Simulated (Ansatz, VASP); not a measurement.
**One calculation of H10C6S, two programs**

```
H C S
1.0
     5.53709   -5.10507    0.04092
     5.53709    5.10507    0.04092
    -1.42773    0.00000    5.86225
H C S
20 12 2
Cartesian
  5.4407 -2.9066 -0.0118
  4.9196 -2.9066 3.0248
  4.2058 2.9066 5.9559
  4.7268 2.9066 2.9193
  5.1686 -1.5700 5.5764
  3.7640 -1.5700 3.2988
  4.4779 1.5700 0.3676
  5.8824 1.5700 2.6453
  7.9449 -2.3017 1.7210
  2.4154 -2.3017 1.2919
  1.7015 2.3017 4.2230
  7.2310 2.3017 4.6522
  0.8457 0.2107 1.0846
  9.5146 0.2107 1.9283
  8.8007 -0.2107 4.8594
  0.1318 -0.2107 4.0158
  2.3814 0.4005 2.1203
  7.9790 0.4005 0.8926
  7.2651 -0.4005 3.8237
  1.6675 -0.4005 5.0515
  6.1392 -2.2137 0.4784
  4.2211 -2.2137 2.5346
  3.5073 2.2137 5.4657
  5.4253 2.2137 3.4095
  7.1650 -2.9299 1.2842
  3.1953 -2.9299 1.7287
  2.4814 2.9299 4.6599
  6.4512 2.9299 4.2154
  1.6170 0.8633 1.4974
  8.7433 0.8633 1.5155
  8.0294 -0.8633 4.4467
  0.9031 -0.8633 4.4285
  5.1802 -1.0396 1.5065
  4.4663 1.0396 4.4376
```

Alike in both runs: functional PBE; dispersion D3(BJ); k mesh 4 × 4 × 4; occupations gaussian, width 0.02 eV; no spin polarisation.

Ansatz relaxed the structure, and its values are those at the end. VASP's run is a single point on that final structure, the one shown.

|  | VASP | Ansatz |
| --- | --- | --- |
| version | VASP 6.6.1 | Ansatz 0.2.0 |
| potentials or method | VASP PAW PBE potentials, release 64 (H, C, S), cutoff 520 eV | scalar-relativistic, plane waves, PAW |
| valence electrons in the cell | 80 | 80 |

Ansatz gave:

* gap on the k mesh at the Fermi level (eV): 3.46
* least direct gap on the mesh (eV): 3.54
* pressure (GPa): 0.0
* rms of the force components (eV/Å): 0.001

Question: Estimate VASP's values.

Answer: gap on the k mesh at the Fermi level (eV): 3.48; least direct gap on the mesh (eV): 3.55; pressure (GPa): -0.1; rms of the force components (eV/Å): 0.024.
